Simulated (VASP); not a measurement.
# Cu (I4/mmm) in VASP: further runs, part 2 of 2

VASP 6.6.1.

### 4 Single point, LDA (10.93 Å³/atom)

This run uses another cell than the first one, of 10.93 Å³/atom.

File INCAR:

```
  PREC = Accurate
  ENCUT = 820
  EDIFF = 1E-6
  ISMEAR = 0
  SIGMA = 0.15
  LREAL = F
  LASPH = T
  NELM = 120
  ALGO = Normal
  ISIF = 2
  LWAVE = F
  LCHARG = F
  GGA = CA
  NBANDS = 16
  GGA_COMPAT = F
```

File KPOINTS:

```
regular mesh
0
Gamma
  24 24 24
```

File POSCAR:

```
Cu
1.0
   -1.4418263279      1.4418263279      1.3143688805
    1.4418263279     -1.4418263279      1.3143688805
    1.4418263279      1.4418263279     -1.3143688805
Cu
1
Direct
    0.0000000000      0.0000000000      0.0000000000
```

Potentials or basis: VASP PAW LDA potentials, release 64 (Cu_sv_GW).

Command:

```console
> cat potpaw_LDA.64/Cu_sv_GW/POTCAR > POTCAR
> mpirun -np 1 vasp_std > vasp.out
```

OUTCAR:

```text
PREC = Accurate
   ENCUT = 820
   EDIFF = 1E-6
   ISMEAR = 0
   LREAL = F
   LASPH = T
   NELM = 120
   ISIF = 2
   GGA = CA

 ion  position               nearest neighbor table
   1  0.000  0.000  0.000-

  LATTYP: Found a body centered tetragonal cell.
 ALAT       =     2.8836526558
 C/A-ratio  =     0.9116000000

  Lattice vectors:

 A1 = (  -1.4418263279,   1.4418263279,   1.3143688805)
 A2 = (   1.4418263279,  -1.4418263279,   1.3143688805)
 A3 = (   1.4418263279,   1.4418263279,  -1.3143688805)

Analysis of symmetry for initial positions (statically):
=====================================================================
 Subroutine PRICEL returns:
 Original cell was already a primitive cell.

 Routine SETGRP: Setting up the symmetry group for a
 body centered tetragonal supercell.

 Subroutine GETGRP returns: Found 16 space group operations
 (whereof 16 operations were pure point group operations)
 out of a pool of 16 trial point group operations.

The static configuration has the point symmetry D_4h.

Analysis of symmetry for dynamics (positions and initial velocities):
=====================================================================
 Subroutine PRICEL returns:
 Original cell was already a primitive cell.

 Routine SETGRP: Setting up the symmetry group for a
 body centered tetragonal supercell.

 Subroutine GETGRP returns: Found 16 space group operations
 (whereof 16 operations were pure point group operations)
 out of a pool of 16 trial point group operations.

The dynamic configuration has the point symmetry D_4h.

 Subroutine INISYM returns: Found 16 space group operations
 (whereof 16 operations are pure point group operations),
 and found     1 'primitive' translations

----------------------------------------------------------------------------------------

                                     Primitive cell

  volume of cell :      10.9296

  direct lattice vectors                    reciprocal lattice vectors
    -1.441826328  1.441826328  1.314368881     0.000000000  0.346782404  0.380410711
     1.441826328 -1.441826328  1.314368881     0.346782404  0.000000000  0.380410711
     1.441826328  1.441826328 -1.314368881     0.346782404  0.346782404  0.000000000

  length of vectors
     2.425962051  2.425962051  2.425962051     0.514752702  0.514752702  0.490424379

  position of ions in fractional coordinates (direct lattice)
     0.000000000  0.000000000  0.000000000

  ion indices of the primitive-cell ions
   primitive index   ion index
                 1           1

----------------------------------------------------------------------------------------

 KPOINTS: regular mesh

Automatic generation of k-mesh.
 Grid dimensions read from file:
 generate k-points for:   24   24   24

 Generating k-lattice:

  Cartesian coordinates                     Fractional coordinates (reciprocal lattice)
     0.000000000  0.014449267  0.015850446     0.041666667  0.000000000  0.000000000
     0.014449267  0.000000000  0.015850446     0.000000000  0.041666667  0.000000000
     0.014449267  0.014449267  0.000000000     0.000000000  0.000000000  0.041666667

  Length of vectors
     0.021448029  0.021448029  0.020434349

  Shift w.r.t. Gamma in fractional coordinates (k-lattice)
     0.000000000  0.000000000  0.000000000

 Subroutine IBZKPT returns following result:
 ===========================================

 Found   1063 irreducible k-points:

 Following reciprocal coordinates:
            Coordinates               Weight
  0.000000  0.000000  0.000000      1.000000
  0.041667 -0.000000  0.000000      8.000000
  0.083333  0.000000  0.000000      8.000000
  0.125000  0.000000 -0.000000      8.000000
  0.166667  0.000000  0.000000      8.000000
  0.208333  0.000000 -0.000000      8.000000
[... 16 lines left out ...]
  0.416667  0.041667  0.000000     16.000000
  0.458333  0.041667  0.000000     16.000000
 [... further k-points ...]
   k-points           NKPTS =   1063   k-points in BZ     NKDIM =   1063   number of bands    NBANDS=     16
   number of dos      NEDOS =    301   number of ions     NIONS =      1
   total plane-waves  NPLWV =  13824
   dimension x,y,z NGX =    24 NGY =   24 NGZ =   24
   dimension x,y,z NGXF=    48 NGYF=   48 NGZF=   48
   ions per type =               1
   NGX,Y,Z   is equivalent  to a cutoff of  16.45, 16.45, 16.45 a.u.
   NGXF,Y,Z  is equivalent  to a cutoff of  32.89, 32.89, 32.89 a.u.
 SYSTEM =  unknown system
   PREC   = accura    normal or accurate (medium, high low for compatibility)
   ISTART =      0    job   : 0-new  1-cont  2-samecut
   ICHARG =      2    charge: 1-file 2-atom 10-const
   ISPIN  =      1    spin polarized calculation?
   LNONCOLLINEAR =      F non collinear calculations
   LSORBIT =      F    spin-orbit coupling
   LASPH  =      T    aspherical Exc in radial PAW
   ENCUT  =  820.0 eV  60.27 Ry    7.76 a.u.   5.66  5.66  5.66*2*pi/ulx,y,z
   NELM   =    120;   NELMIN=  2; NELMDL= -5     # of ELM steps
   EDIFF  = 0.1E-05   stopping-criterion for ELM
   LREAL  =      F    real-space projection
   EDIFFG = 0.1E-04   stopping-criterion for IOM
   NSW    =      0    number of steps for IOM
   IBRION =     -1    ionic relax: 0-MD 1-quasi-New 2-CG
   NFREE  =      0    steps in history (QN), initial steepest desc. (CG)
   ISIF   =      2    stress and relaxation
   ISYM   =      2    0-nonsym 1-usesym 2-fastsym
   POTIM  = 0.5000    time-step for ionic-motion
   TEBEG  =    0.0;   TEEND  =   0.0 temperature during run
   PSTRESS=    0.0 pullay stress
   NELECT =      19.0000    total number of electrons
   NUPDOWN=      -1.0000    fix difference up-down
   EMIN   =  10.00;   EMAX   =-10.00  energy-range for DOS
   EFERMI =   0.00;   METHOD = LEGACY
   ISMEAR =     0;   SIGMA  =   0.15  broadening in eV -4-tet -1-fermi 0-gaus
   EFERMI_NEDOS =   21; number of points for ismear=-14 and -15
   IALGO  =     38    algorithm
   IMIX   =      4    mixing-type and parameters
     AMIX     =   0.40;   BMIX     =  1.00
     AMIX_MAG =   1.60;   BMIX_MAG =  1.00
  volume/ion in A,a.u.               =      10.93        73.76
  Fermi-wavevector in a.u.,A,eV,Ry     =   1.968453  3.719836 52.719935  3.874806
  Thomas-Fermi vector in A             =   2.991689
   LORBIT       =      0    0 simple, 1 ext, 2 COOP (PROOUT), +10 PAW based schemes
   GGA     = CA    functional components
   LHFCALC =     F    Hartree Fock is set to
   AEXX    =    0.0000 exact exchange contribution
   IVDW    =     0    specifies the selected vdW correction
   LEPSILON=     F    determine dielectric tensor
   LRPA    =     F    only Hartree local field effects (RPA)
 non-spin polarized calculation
 Gauss-broadening in eV      SIGMA  =   0.15
  energy-cutoff  :      820.00
  volume of cell :       10.93
 maximum number of plane-waves:       604
   NGX = 11   NGY = 11   NGZ = 11

 number of electron      18.9999992 magnetization

 Free energy of the ion-electron system (eV)
  ---------------------------------------------------
  ext. energy  EPLUGINS =         0.00000000
  ---------------------------------------------------
  free energy    TOTEN  =        -4.82105404 eV

  energy without entropy =       -4.81685279  energy(sigma->0) =       -4.81895342

 E-fermi :   8.2065     XC(G=0): -14.3335

 val. band max:        8.2023408643   @ k =  -0.0833   0.5000   0.0417
 cond. band min:       8.2070030714   @ k =  -0.2500  -0.2500   0.0417
 fundamental gap:      0.0046622071
 Fermi energy:         8.2064823828

 k-point     1 :       0.0000    0.0000    0.0000
  band No.  band energies     occupation
      1    -103.5165      2.00000
      2     -61.3961      2.00000
      3     -61.3870      2.00000
      4     -61.3870      2.00000
      5      -1.8208      2.00000
      6       4.5359      2.00000
[... 8 lines left out ...]
     15      37.3685      0.00000
     16      38.0503      0.00000
[... 419 lines left out ...]
 k-point    24 :       0.4583    0.0417    0.0000
  band No.  band energies     occupation
      1    -103.4914      2.00000
      2     -61.5453      2.00000
      3     -61.4443      2.00000
      4     -61.3976      2.00000
      5       2.6941      2.00000
      6       3.8433      2.00000
[... 8 lines left out ...]
     15      33.4782      0.00000
     16      42.1438      0.00000

 [... further k-points ...]

------------------------ aborting loop because EDIFF is reached ----------------------------------------

  FORCE on cell =-STRESS in cart. coord.  units (eV):
  Direction    XX          YY          ZZ          XY          YZ          ZX
  --------------------------------------------------------------------------------------
  -------------------------------------------------------------------------------------
  Total       -0.0459966     -0.0459966      0.0071629      0.0000000      0.0000000      0.0000000
  in kB       -6.7426879     -6.7426879      1.0500120      0.0000000      0.0000000      0.0000000
  external PRESSURE =      -4.1451213 kB  Pullay stress =       0.0000000 kB

 VOLUME and BASIS-vectors are now :
 -----------------------------------------------------------------------------
  energy-cutoff  :      820.00
  volume of cell :       10.93
      direct lattice vectors                 reciprocal lattice vectors
    -1.441826328  1.441826328  1.314368881     0.000000000  0.346782404  0.380410711
     1.441826328 -1.441826328  1.314368881     0.346782404  0.000000000  0.380410711
     1.441826328  1.441826328 -1.314368881     0.346782404  0.346782404  0.000000000

 POSITION                                       TOTAL-FORCE (eV/Angst)
 -----------------------------------------------------------------------------------
      0.00000      0.00000      0.00000         0.000000      0.000000      0.000000
 -----------------------------------------------------------------------------------
    total drift:                               -0.000000     -0.000000      0.000000

  FREE ENERGIE OF THE ION-ELECTRON SYSTEM (eV)
  ---------------------------------------------------
  free  energy   TOTEN  =        -4.8210540388 eV

  energy  without entropy=       -4.8168527948  energy(sigma->0) =       -4.81895342
```

OSZICAR:

```text
N       E                     dE             d eps       ncg     rms          rms(c)
DAV:   1     0.248369304524E+03    0.24837E+03   -0.14882E+04 44472   0.504E+03
DAV:   2     0.394431299740E+01   -0.24442E+03   -0.23194E+03 51288   0.994E+02
DAV:   3    -0.563139944434E+01   -0.95757E+01   -0.95436E+01 46360   0.196E+02
DAV:   4    -0.576192644848E+01   -0.13053E+00   -0.13051E+00 46784   0.157E+01
DAV:   5    -0.576997282023E+01   -0.80464E-02   -0.80463E-02 49360   0.421E+00    0.854E+00
DAV:   6    -0.538939043296E+01    0.38058E+00   -0.59257E+00 41272   0.200E+02    0.544E+00
DAV:   7    -0.484210002540E+01    0.54729E+00   -0.19206E+00 36648   0.109E+02    0.180E+00
DAV:   8    -0.482110687722E+01    0.20993E-01   -0.29659E-02 56560   0.455E+00    0.254E-01
DAV:   9    -0.482109912379E+01    0.77534E-05   -0.10510E-03 54280   0.216E+00    0.904E-02
DAV:  10    -0.482105402355E+01    0.45100E-04   -0.90734E-05 54752   0.700E-01    0.356E-03
DAV:  11    -0.482105403877E+01   -0.15219E-07   -0.81876E-07 28800   0.144E-02
   1 F= -.48210540E+01 E0= -.48189534E+01  d E =-.420124E-02
```

It took 6.7 min on 1 thread of AMD EPYC 7R43 (Zen 3), shared host; peak memory 0.48 GiB.

Results:

| Property | Result |
| --- | --- |
| Free energy | -4.8211 eV |
| Pressure | -0.4 GPa |
| Band gap on the k mesh | zero (an odd number of electrons rules out a gap without spin polarisation) |

Stress tensor (GPa, compression positive):
```
-0.67  0.00  0.00
 0.00 -0.67  0.00
 0.00  0.00  0.11
```

Levels at points of the mesh, in eV from the Fermi level:
```tsv
k point	band 7	band 8	band 9	band 10	band 11	band 12	band 13	band 14
(0.00, 0.00, 0.00)	-3.24	-3.24	-2.52	-2.05	24.73	24.73	27.53	28.95
(0.50, 0.00, 0.00)	-2.30	-1.90	-1.41	-0.55	5.14	17.36	17.48	21.63
(0.50, 0.50, 0.00)	-2.61	-2.23	-1.45	-1.31	4.06	19.89	20.40	23.97
(0.50, 0.50, 0.50)	-1.63	-1.63	-1.53	7.25	7.25	11.03	13.37	14.20
```

### 5 Single point, LDA (11.37 Å³/atom)

This run uses another cell than the first one, of 11.37 Å³/atom.

File INCAR:

```
SYSTEM = Cu
PREC = Accurate
ENCUT = 520
EDIFF = 1E-7
ISMEAR = 0
SIGMA = 0.15
LREAL = .FALSE.
LASPH = .TRUE.
NELM = 60
ALGO = Normal
ISIF = 2
LWAVE = .FALSE.
LCHARG = .TRUE.
LELF = .TRUE.
LVHAR = .TRUE.
NBANDS = 12
```

File KPOINTS:

```
regular mesh
0
G
  24 24 24
  0 0 0
```

File POSCAR:

```
Cu
1.0
   -1.4608103954      1.4608103954      1.3316747564
    1.4608103954     -1.4608103954      1.3316747564
    1.4608103954      1.4608103954     -1.3316747564
Cu
1
Direct
    0.0000000000      0.0000000000      0.0000000000
```

Potentials or basis: VASP PAW LDA potentials, release 64 (Cu).

Command:

```console
> cat potpaw_LDA.64/Cu/POTCAR > POTCAR
> mpirun -np 1 vasp_std > vasp.out
```

It took 93 s on 1 thread of Intel Xeon Platinum 8375C at 2.90GHz (Ice Lake), shared host; peak memory 0.24 GiB.

Results (log left out):

| Quantity | Value |
| --- | --- |
| Free energy | -4.6623 eV |
| Pressure | -5.6 GPa |
| Band gap on the k mesh | zero (an odd number of electrons rules out a gap without spin polarisation) |

Stress tensor (GPa, compression positive):
```
-5.76  0.00  0.00
 0.00 -5.76  0.00
 0.00  0.00 -5.29
```

Levels at points of the mesh, in eV from the Fermi level:
| k point | band 4 | band 5 | band 6 | band 7 | band 8 | band 9 |
| --- | --- | --- | --- | --- | --- | --- |
| (0.00, 0.00, 0.00) | -3.12 | -2.45 | -2.02 | 24.31 | 24.31 | 27.09 |
| (0.50, 0.00, 0.00) | -1.88 | -1.43 | -0.40 | 4.92 | 17.04 | 17.07 |
| (0.50, 0.50, 0.00) | -2.18 | -1.46 | -1.12 | 3.86 | 19.58 | 19.87 |
| (0.50, 0.50, 0.50) | -1.63 | -1.54 | 7.16 | 7.16 | 10.83 | 13.09 |

Caveat: the cell stands under tension.

### 6 Single point, LDA (10.27 Å³/atom)

This run uses another cell than the first one, of 10.27 Å³/atom.

File INCAR:

```
SYSTEM = Cu
  PREC = Accurate
  ENCUT = 820
  EDIFF = 1E-6
  ISMEAR = 0
  SIGMA = 0.15
  LREAL = .FALSE.
  LASPH = .TRUE.
  NELM = 120
  ALGO = Normal
  ISIF = 2
  LWAVE = .FALSE.
  LCHARG = .TRUE.
  GGA = CA
  LELF = .TRUE.
  LVHAR = .TRUE.
  NBANDS = 16
  GGA_COMPAT = .FALSE.
```

KPOINTS is that of step 5.

File POSCAR:

```
Cu
1.0
   -1.4124023057      1.4124023057      1.2875459418
    1.4124023057     -1.4124023057      1.2875459418
    1.4124023057      1.4124023057     -1.2875459418
Cu
1
Direct
    0.0000000000      0.0000000000      0.0000000000
```

Potentials or basis: VASP PAW LDA potentials, release 64 (Cu_sv_GW).

Command:

```console
> cat potpaw_LDA.64/Cu_sv_GW/POTCAR > POTCAR
> mpirun -np 1 vasp_std > vasp.out
```

Wall time 4.5 min (1 thread of Intel Xeon Platinum 8259CL at 2.50GHz (Skylake/Cascade Lake), shared host); peak memory 0.5 GiB.

It converged, with:

```yaml
Free_energy: -4.7911 eV
Pressure: 12.9 GPa
Band_gap_on_the_k_mesh: zero (an odd number of electrons rules out a gap without spin polarisation)
```

Stress tensor (GPa, compression positive):
```
12.45  0.00  0.00
 0.00 12.45  0.00
 0.00  0.00 13.91
```

Levels at points of the mesh, in eV from the Fermi level:
| k point | band 7 | band 8 | band 9 | band 10 | band 11 | band 12 | band 13 | band 14 |
| --- | --- | --- | --- | --- | --- | --- | --- | --- |
| (0.00, 0.00, 0.00) | -3.46 | -3.46 | -2.68 | -2.17 | 25.35 | 25.35 | 28.18 | 30.05 |
| (0.50, 0.00, 0.00) | -2.43 | -1.99 | -1.46 | -0.72 | 5.52 | 17.86 | 18.25 | 22.40 |
| (0.50, 0.50, 0.00) | -2.78 | -2.36 | -1.52 | -1.51 | 4.40 | 20.41 | 21.33 | 24.81 |
| (0.50, 0.50, 0.50) | -1.70 | -1.70 | -1.59 | 7.48 | 7.48 | 11.42 | 13.82 | 14.87 |

Caveat: the cell stands under pressure.

### 7 Overview

| potentials or basis | cell | cutoff (eV) | gap on the mesh (eV) | pressure (GPa) |
| --- | --- | --- | --- | --- |
| VASP PAW LDA potentials, release 64 (Cu_sv_GW) | a = 2.401 Å, angles 105.6, 105.6, 117.5°, 1 atom | 820 | none | 8.5 |
| VASP PAW LDA potentials, release 64 (Cu_sv_GW) | a = 2.384 Å, angles 105.6, 105.6, 117.5°, 1 atom | 820 | none | 13.6 |
| VASP PAW LDA potentials, release 64 (Cu_sv_GW) | a = 2.426 Å, angles 107.1, 107.1, 114.4°, 1 atom | 820 | none | -0.4 |
| VASP PAW LDA potentials, release 64 (Cu) | a = 2.458 Å, angles 107.1, 107.1, 114.4°, 1 atom | 520 | none | -5.6 |
| VASP PAW LDA potentials, release 64 (Cu_sv_GW) | a = 2.376 Å, angles 107.1, 107.1, 114.4°, 1 atom | 820 | none | 12.9 |

Alike in all rows: task single point; level LDA; no spin polarisation; k mesh 24 × 24 × 24; smearing gaussian 0.15 eV.

Caveats: the stress differs along the axes, from 7 to 12 GPa (at least some runs); the stress differs along the axes, from 11 to 18 GPa (at least some runs); the cell stands under tension (at least some runs); the cell stands under pressure (at least some runs).

Absolute energies hang on the potentials; compare differences alone.
